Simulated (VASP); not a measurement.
**SnO: single point with LDA**

Crystal: SnO.

```
Sn O
1.0
     0.00000    0.00000   -4.22197
    -3.35500    0.00000    0.00000
    -1.00650   11.34821    0.00000
Sn O
4 4
Direct
  0.48686 0.74021 0.86595
  0.48686 0.89021 0.36595
  0.98686 0.45979 0.13405
  0.98686 0.30979 0.63405
  0.26314 0.94131 0.19562
  0.26314 0.79131 0.69563
  0.76314 0.25869 0.80437
  0.76314 0.40869 0.30438
```

This cell differs from its parent crystal: the part above a cut slid along it.

```
Program             : VASP 6.6.1
Task                : single point
Functional          : LDA
Potentials or basis : VASP PAW LDA potentials, release 64 (Sn_d, O)
Cutoff              : 520 eV
k mesh              : 6 × 8 × 3
Occupations         : gaussian, width 0.05 eV
Spin                : no spin polarisation
```

```json
{"Pressure": "-5.1 GPa", "Largest force": "0.671 eV/Å", "Band gap on the k mesh": "1.37 eV (least direct gap 1.48 eV)"}
```

Forces on the atoms (eV/Å):
```
Sn  -0.040 -0.642 -0.190
Sn   0.007 -0.604 -0.206
Sn   0.040  0.642 -0.190
Sn  -0.007  0.604 -0.206
O   -0.002  0.101  0.185
O    0.020  0.144  0.211
O    0.002 -0.101  0.185
O   -0.020 -0.144  0.211
```

Stress tensor (GPa, compression positive):
```
-6.02  0.05  0.00
 0.05 -4.76  0.00
 0.00  0.00 -4.38
```

Levels at points of the mesh, in eV from the valence-band top:
```
           k point  band 36  band 37  band 38  band 39  band 40  band 41  band 42  band 43  band 44  band 45
(0.00, 0.00, 0.00)    -2.67    -2.06    -1.62    -1.42     0.00     2.55     3.07     3.21     3.78     4.79
(0.50, 0.00, 0.00)    -2.95    -1.70    -1.70    -1.55    -1.55     1.84     1.84     2.56     2.56     5.12
(0.00, 0.50, 0.00)    -2.59    -1.86    -1.15    -1.09    -0.11     1.37     2.02     2.30     2.68     5.26
(0.50, 0.50, 0.00)    -3.21    -1.09    -1.09    -0.58    -0.58     2.08     2.08     2.61     2.61     3.74
```

Wall time 7.5 min on 1 thread of Intel(R) Xeon(R) Platinum 8259CL CPU @ 2.50GHz (Skylake/Cascade Lake), on a shared host, peak memory 0.42 GiB.

Caveat: the cell differs from its parent crystal (the part above a cut slid along it); the cell stands under tension; spin-orbit coupling is left out, which moves the levels of the heavy elements. A k mesh can miss the band edges.
